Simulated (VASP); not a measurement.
ZnRe: relaxation of cell and atoms with PBE+D4

Crystal: ZnRe.

```
Re Zn
1.0
     2.74822    0.00000    0.00000
    -1.37411    2.38003    0.00000
     0.00000    0.00000    4.49407
Re Zn
1 1
Direct
  0.33333 0.66667 0.50000
  0.00000 0.00000 0.00000
```

| Property | Result |
| --- | --- |
| Program | VASP 6.6.1 |
| Task | relaxation of cell and atoms |
| Functional | PBE |
| Dispersion | D4 |
| Potentials or basis | VASP PAW PBE potentials, release 64 (Re, Zn) |
| Cutoff | 600 eV |
| k mesh | 11 × 11 × 6 |
| Occupations | fermi-dirac, width 0.05 eV |
| Spin | no spin polarisation |
| Dipole correction | no |
| Further INCAR settings | ALGO = Fast; EDIFF = 1e-06; IBRION = 2; EDIFFG = -0.01; NSW = 60; ISIF = 3 |

```yaml
Relaxed_volume: 14.23 Å³/atom
Relaxed_cell: a = 2.724 Å, b = 2.724 Å, c = 4.428 Å, α = 90.00°, β = 90.00°, γ = 120.00°
Space_group_after_relaxing_to_0.05_Å: P-6m2 (No. 187)
Energy_gained_by_relaxing: 10.7 meV/atom
Ionic_steps: 6
Pressure_after_relaxing: 0.0 GPa
Dispersion_energy_per_atom: -0.545 eV
```

The path:
```csv
step,energy change (eV),largest force (eV/Å),pressure (GPa),volume (Å³)
1,0.0000,0.0000,-7.07,29.39
2,0.0696,0.0000,17.65,26.72
3,-0.0209,0.0000,-0.19,28.49
4,-0.0209,0.0000,0.12,28.47
5,-0.0214,0.0000,0.07,28.45
6,-0.0214,0.0000,0.05,28.45
```

Final structure:
```
Re Zn
1.0
     2.72376    0.00000    0.00000
    -1.36188    2.35885    0.00000
     0.00000    0.00000    4.42813
Re Zn
1 1
Direct
  0.33333 0.66667 0.50000
  0.00000 0.00000 0.00000
```

Levels at points of the mesh, in eV from the Fermi level:
| k point | band 8 | band 9 | band 10 | band 11 | band 12 | band 13 |
| --- | --- | --- | --- | --- | --- | --- |
| (0.00, 0.00, 0.00) | -1.56 | -1.28 | -1.28 | 1.77 | 1.77 | 5.07 |
| (0.00, 0.00, 0.50) | -3.23 | -1.18 | -1.18 | 1.70 | 1.70 | 9.81 |

It took 110 s on 1 thread of Intel(R) Xeon(R) Platinum 8259CL CPU @ 2.50GHz (Skylake/Cascade Lake) (shared host), peak memory 0.18 GiB.

Caveat: spin-orbit coupling is left out, which moves the levels of the heavy elements; pairwise dispersion overbinds metals, which lowers pressure and volume.
